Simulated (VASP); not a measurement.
# TiAl2 (Cmmm) in VASP: further runs

TiAl2 is run at these levels: LDA; tasks: single point.

Program: VASP 6.6.1. These are calculated values, not measurements. Logs are shortened: lines on timing, memory, paths and dates and some standing lists are left out, and cuts for length are marked.

## 1. The cell of the first run

Symmetry: Cmmm, No. 65, orthorhombic system. Conventional cell: a = 3.669 Å, b = 11.346 Å, c = 3.835 Å, α = 90.00°, β = 90.00°, γ = 90.00°. Ti (site symmetry m2m) has 10 Al at 2.55 to 2.73 Å and 2 Ti at 2.81 Å within 3.4 Å. Al (site symmetry mmm) has 4 Ti at 2.55 Å and 8 Al at 2.65 to 2.74 Å within 3.4 Å. Al (site symmetry m2m) has 6 Al at 2.53 to 2.74 Å and 6 Ti at 2.66 to 2.73 Å within 3.3 Å. Within 3.4 Å of Al (site symmetry mmm) lie 4 Ti at 2.61 Å and 8 Al at 2.65 to 2.69 Å.

## 2. Single point, LDA (13.30 Å³/atom)

INCAR reads:

```
SYSTEM = TiAl2
PREC = Accurate
ENCUT = 520
EDIFF = 1E-7
ISMEAR = 0
SIGMA = 0.15
LREAL = .False.
LASPH = .True.
NELM = 80
ALGO = Fast
ISIF = 2
LWAVE = .False.
LCHARG = .False.
NBANDS = 27
```

KPOINTS reads:

```
regular mesh
0
Gamma
  12 12 12
  0 0 0
```

POSCAR reads:

```
TiAl2
1.0
    1.8347141261     -5.6731331823      0.0000000000
    1.8347141261      5.6731331823      0.0000000000
    0.0000000000      0.0000000000      3.8348179335
Ti Al
2 4
Direct
    0.6560576955      0.3439423045      0.0000000000
    0.3439423045      0.6560576955      0.0000000000
    0.0000000000      0.0000000000      0.0000000000
    0.8269820961      0.1730179039      0.5000000000
    0.1730179039      0.8269820961      0.5000000000
    0.5000000000      0.5000000000      0.5000000000
```

Potentials or basis: VASP PAW LDA potentials, release 64 (Ti_sv, Al).

Started as:

```
$ cat potpaw_LDA.64/Ti_sv/POTCAR potpaw_LDA.64/Al/POTCAR > POTCAR
$ mpirun -np 1 vasp_std > vasp.out
```

OUTCAR:

```text
SYSTEM = TiAl2
   PREC = Accurate
   ENCUT = 520
   EDIFF = 1E-7
   ISMEAR = 0
   LREAL = .False.
   LASPH = .True.
   NELM = 80
   ISIF = 2

 ion  position               nearest neighbor table
   1  0.656  0.344  0.000-   3 2.55   3 2.55   6 2.61   6 2.61   5 2.66   5 2.66   5 2.66   5 2.66
                             4 2.73   4 2.73   2 2.81   2 2.81
   2  0.344  0.656  0.000-   3 2.55   3 2.55   6 2.61   6 2.61   4 2.66   4 2.66   4 2.66   4 2.66
                             5 2.73   5 2.73   1 2.81   1 2.81
   3  0.000  0.000  0.000-   1 2.55   2 2.55   1 2.55   2 2.55   6 2.65   6 2.65   6 2.65   6 2.65
                             4 2.74   4 2.74   5 2.74   5 2.74
   4  0.827  0.173  0.500-   5 2.53   5 2.53   2 2.66   2 2.66   2 2.66   2 2.66   6 2.69   6 2.69
                             1 2.73   1 2.73   3 2.74   3 2.74
   5  0.173  0.827  0.500-   4 2.53   4 2.53   1 2.66   1 2.66   1 2.66   1 2.66   6 2.69   6 2.69
                             2 2.73   2 2.73   3 2.74   3 2.74
   6  0.500  0.500  0.500-   1 2.61   2 2.61   1 2.61   2 2.61   3 2.65   3 2.65   3 2.65   3 2.65
                             5 2.69   4 2.69   5 2.69   4 2.69

  LATTYP: Found a base centered orthorhombic cell.
 ALAT       =     3.6694282522
 B/A-ratio  =     3.0921074306
 C/A-ratio  =     1.0450723301

  Lattice vectors:

 A1 = (   1.8347141261,  -5.6731331823,   0.0000000000)
 A2 = (   1.8347141261,   5.6731331823,   0.0000000000)
 A3 = (   0.0000000000,   0.0000000000,   3.8348179335)

Analysis of symmetry for initial positions (statically):
=====================================================================
 Subroutine PRICEL returns:
 Original cell was already a primitive cell.

 Routine SETGRP: Setting up the symmetry group for a
 base centered orthorhombic supercell.

 Subroutine GETGRP returns: Found  8 space group operations
 (whereof  8 operations were pure point group operations)
 out of a pool of  8 trial point group operations.

The static configuration has the point symmetry D_2h.

Analysis of symmetry for dynamics (positions and initial velocities):
=====================================================================
 Subroutine PRICEL returns:
 Original cell was already a primitive cell.

 Routine SETGRP: Setting up the symmetry group for a
 base centered orthorhombic supercell.

 Subroutine GETGRP returns: Found  8 space group operations
 (whereof  8 operations were pure point group operations)
 out of a pool of  8 trial point group operations.

The dynamic configuration has the point symmetry D_2h.
[... 111 lines left out ...]
   IBRION =     -1    ionic relax: 0-MD 1-quasi-New 2-CG
   NFREE  =      0    steps in history (QN), initial steepest desc. (CG)
   ISIF   =      2    stress and relaxation
   ISYM   =      2    0-nonsym 1-usesym 2-fastsym
   POTIM  = 0.5000    time-step for ionic-motion
   TEBEG  =    0.0;   TEEND  =   0.0 temperature during run
   PSTRESS=    0.0 pullay stress
   NELECT =      36.0000    total number of electrons
   NUPDOWN=      -1.0000    fix difference up-down
   EMIN   =  10.00;   EMAX   =-10.00  energy-range for DOS
   EFERMI =   0.00;   METHOD = LEGACY
   ISMEAR =     0;   SIGMA  =   0.15  broadening in eV -4-tet -1-fermi 0-gaus
   EFERMI_NEDOS =   21; number of points for ismear=-14 and -15
   IALGO  =     68    algorithm
   IMIX   =      4    mixing-type and parameters
     AMIX     =   0.40;   BMIX     =  1.00
     AMIX_MAG =   1.60;   BMIX_MAG =  1.00
  volume/ion in A,a.u.               =      13.30        89.79
  Fermi-wavevector in a.u.,A,eV,Ry     =   1.255414  2.372388 21.443656  1.576064
  Thomas-Fermi vector in A             =   2.389172
   LORBIT       =      0    0 simple, 1 ext, 2 COOP (PROOUT), +10 PAW based schemes
   GGA     = CA    functional components
   LHFCALC =     F    Hartree Fock is set to
   AEXX    =    0.0000 exact exchange contribution
   IVDW    =     0    specifies the selected vdW correction
   LEPSILON=     F    determine dielectric tensor
   LRPA    =     F    only Hartree local field effects (RPA)
 non-spin polarized calculation
 RMM-DIIS sequential band-by-band and
 Gauss-broadening in eV      SIGMA  =   0.15
  energy-cutoff  :      520.00
  volume of cell :       79.83
 maximum number of plane-waves:      2166
 NGX is ok and might be reduce to    48
   NGX = 23   NGY = 23   NGZ = 15

 number of electron      36.0000002 magnetization

 Free energy of the ion-electron system (eV)
  ---------------------------------------------------
  ext. energy  EPLUGINS =         0.00000000
  ---------------------------------------------------
  free energy    TOTEN  =       -35.91426063 eV

  energy without entropy =      -35.88956583  energy(sigma->0) =      -35.90191323

 E-fermi :  10.2497     XC(G=0): -11.8220

 val. band max:       10.2451597171   @ k =  -0.3333   0.3333   0.3333
 cond. band min:      10.2496921578   @ k =   0.5000   0.2500   0.5000
 fundamental gap:      0.0045324407
 Fermi energy:        10.2496892921

 k-point     1 :       0.0000    0.0000    0.0000
  band No.  band energies     occupation
      1     -45.3338      2.00000
      2     -45.2668      2.00000
      3     -22.1481      2.00000
      4     -22.1434      2.00000
      5     -22.0802      2.00000
      6     -22.0747      2.00000
[... 709 lines left out ...]
     26      14.2203      0.00000
     27      14.8661      0.00000

 [... further k-points ...]

------------------------ aborting loop because EDIFF is reached ----------------------------------------

  FORCE on cell =-STRESS in cart. coord.  units (eV):
  Direction    XX          YY          ZZ          XY          YZ          ZX
  --------------------------------------------------------------------------------------
  -------------------------------------------------------------------------------------
  Total       11.0890183     11.3367624      8.2218932      0.0000000      0.0000000      0.0000000
  in kB      222.5551005    227.5272922    165.0122867      0.0000000      0.0000000      0.0000000
  external PRESSURE =     205.0315598 kB  Pullay stress =       0.0000000 kB

 VOLUME and BASIS-vectors are now :
 -----------------------------------------------------------------------------
  energy-cutoff  :      520.00
  volume of cell :       79.83
      direct lattice vectors                 reciprocal lattice vectors
     1.834714126 -5.673133182  0.000000000     0.272522020 -0.088134719  0.000000000
     1.834714126  5.673133182  0.000000000     0.272522020  0.088134719  0.000000000
     0.000000000  0.000000000  3.834817934     0.000000000  0.000000000  0.260768573

 POSITION                                       TOTAL-FORCE (eV/Angst)
 -----------------------------------------------------------------------------------
      1.83471     -1.77067      0.00000         0.000000     -0.269651     -0.000000
      1.83471      1.77067      0.00000         0.000000      0.269651     -0.000000
      0.00000      0.00000      0.00000         0.000000     -0.000000     -0.000000
      1.83471     -3.71003      1.91741         0.000000     -0.253362     -0.000000
      1.83471      3.71003      1.91741         0.000000      0.253362      0.000000
      1.83471      0.00000      1.91741        -0.000000     -0.000000     -0.000000
 -----------------------------------------------------------------------------------
    total drift:                                0.000000      0.000000      0.000000

  FREE ENERGIE OF THE ION-ELECTRON SYSTEM (eV)
  ---------------------------------------------------
  free  energy   TOTEN  =       -35.9142606333 eV

  energy  without entropy=      -35.8895658311  energy(sigma->0) =      -35.90191323
```

stdout:

```text
POSCAR found type information on POSCAR TiAl
 POSCAR found :  2 types and       6 ions
[... 83 lines left out ...]
 num prob  num prob  num prob  num prob  num prob  num prob  num prob  num prob  num prob  num prob  num prob  num prob  num prob  num prob  num prob  num prob  num prob  num prob  num prob  num prob  num prob  num prob  num prob  num prob  num prob WARNING in EDDRMM: call to ZHEGV failed, returncode =   8  4      5
 num prob  num prob  num prob  num prob  num prob  num prob  num prob  num prob  num prob  num prob  num prob  num prob  num prob  num prob  num prob  num prob  num prob  num prob  num prob  num prob  num prob  num prob  num prob  num prob  num prob  num prob  num prob  num prob  num prob  num prob  num prob  num prob  num prob  num prob RMM:  29    -0.359142590541E+02   -0.57021E-06   -0.61702E-06 21235   0
```

Run time: 23 min. Hardware: 1 thread of AMD EPYC 9R45 (Zen 5), shared host; peak memory 0.57 GiB.

What came out:

| Item | Value |
| --- | --- |
| Free energy | -35.9143 eV |
| Pressure | 20.5 GPa |
| Largest force | 0.270 eV/Å |
| Band gap on the k mesh | zero (bands 18 and 19 overlap by 1.61 eV) |

Forces on the atoms (eV/Å):
```
Ti   0.000 -0.270  0.000
Ti   0.000  0.270  0.000
Al   0.000  0.000  0.000
Al   0.000 -0.253  0.000
Al   0.000  0.253  0.000
Al   0.000  0.000  0.000
```

Caveat: the cell stands under pressure.

(Continued in part 2 of 2.)
